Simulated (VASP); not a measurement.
Runs of VASP 6.6.1 on MgO. The structure is that of space group Fm-3m (No. 225), or close to it. The cells are those of the table. 

| task | cell | cutoff (eV) | smearing | gap on the mesh (eV) | pressure (GPa) |
| --- | --- | --- | --- | --- | --- |
| single point | a = 2.998 Å, angles 60.0°, 2 atoms | 600 | gaussian 0.05 eV | (a) | -3.5 |
| single point | a = 2.980 Å, angles 60.0°, 2 atoms | 600 | gaussian 0.05 eV | 4.62 | -0.7 |
| single point | a = 2.975 Å, angles 60.0°, 2 atoms | 600 | gaussian 0.05 eV | 4.67 | 0.1 |
| single point | a = 2.980 Å, angles 60.0°, 2 atoms | 600 | gaussian 0.02 eV | 4.62 | -0.7 |

Alike in all rows: level PBEsol; potentials or basis VASP PAW PBE potentials, release 64 (Mg, O); no spin polarisation; k mesh 8 × 8 × 8.

Question: Fill in the values left out.

Answer: (a) 4.45.

Caveats: the PAW data sets were made with another functional, which shifts forces and pressure a little.

